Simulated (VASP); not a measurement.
Input of a VASP 6.6.1 run:

File POSCAR:

```
TaRu
1.0
    3.1543425302      0.0000000000      0.0000000000
    0.0000000000      3.1543425302      0.0000000000
    0.0000000000      0.0000000000      3.1543425302
Ta Ru
1 1
Direct
    0.5000000000      0.5000000000      0.5000000000
    0.0000000000      0.0000000000      0.0000000000
```

The input INCAR.step1:

```
ALGO = Normal
EDIFF = 1E-4
ENCUT = 520
GGA = PE
ISMEAR = 0
LASPH = True
LCHARG = False
LREAL = False
LWAVE = True
NBANDS = 20
NELM = 100
PREC = Accurate
SIGMA = 0.1
```

Contents of INCAR.step2:

```
ALGO = Normal
EDIFF = 1E-7
ENCUT = 520
ISIF = 2
ISMEAR = 0
ISTART = 1
LASPH = True
LCHARG = True
LELF = True
LMIXTAU = True
LREAL = False
LVHAR = True
LWAVE = False
METAGGA = R2SCAN
NBANDS = 20
NELM = 100
PREC = Accurate
SIGMA = 0.1
```

File KPOINTS:

```
k-points
0
Gamma
  18 18 18
```

Potentials or basis: VASP PAW PBE potentials, release 64 (Ta_pv, Ru_pv).

Command:

```sh
$ cat potpaw_PBE.64/Ta_pv/POTCAR potpaw_PBE.64/Ru_pv/POTCAR > POTCAR
$ cp INCAR.step1 INCAR
$ mpirun -np 1 vasp_std > vasp.out
$ cp INCAR.step2 INCAR
$ mpirun -np 1 vasp_std > vasp.out
```

Problem. Predict the pressure.

Solution. 1.1 GPa.

Caveat: the PAW data sets were made with another functional, which shifts forces and pressure a little.
